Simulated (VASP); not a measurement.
A run of VASP 6.6.1:

The input INCAR:

```
SYSTEM = MoS2
PREC     = Accurate       ! precision mode
ENCUT    = 520            ! plane-wave cutoff, eV
EDIFF    = 1E-6           ! SCF threshold, eV
ISMEAR   = -1             ! smearing method
SIGMA    = 0.05           ! smearing width, eV
LREAL    = .FALSE.        ! projectors in reciprocal space
LASPH    = .TRUE.         ! aspherical terms in the spheres
NELM     = 100            ! most SCF steps
ALGO     = Normal         ! electronic algorithm
ISIF     = 2              ! what is computed and relaxed
LWAVE    = .FALSE.        ! write WAVECAR
LCHARG   = .FALSE.        ! write CHGCAR
GGA      = PS             ! functional
NBANDS   = 64             ! bands
```

File KPOINTS:

```
regular mesh
0
G
  10 10 1
  0 0 0
```

The input POSCAR:

```
MoS2
1.0
    3.2048037950      0.0000000000      0.0000000000
   -1.6024018975      2.7754415006      0.0000000000
    0.0000000000      0.0000000000     34.7075844623
Mo S
4 8
Direct
    0.3333333333      0.6666666667      0.0935556300
    0.3333333333      0.6666666667      0.7209030300
    0.6666666667      0.3333333333      0.2790969700
    0.6666666667      0.3333333333      0.9064443700
    0.6666666667      0.3333333333      0.0485463000
    0.6666666667      0.3333333333      0.6759117500
    0.3333333333      0.6666666667      0.2340896600
    0.3333333333      0.6666666667      0.8614313100
    0.6666666667      0.3333333333      0.1385686900
    0.6666666667      0.3333333333      0.7659103400
    0.3333333333      0.6666666667      0.3240882500
    0.3333333333      0.6666666667      0.9514537000
```

Potentials or basis: VASP PAW PBE potentials, release 64 (Mo_sv, S).

Launch:

```console
$ cat potpaw_PBE.64/Mo_sv/POTCAR potpaw_PBE.64/S/POTCAR > POTCAR
$ mpirun -np 1 vasp_std > vasp.out
```

Hardware: 1 thread of AMD EPYC 9R45 96-Core Processor (Zen 5) (shared host).

Question: How long does it take, and how much memory?

Answer: It took 5.4 min on 1 thread of AMD EPYC 9R45 96-Core Processor (Zen 5), with other jobs on the host, peak memory 0.47 GiB. Counts: scf iterations 25, k points 14.
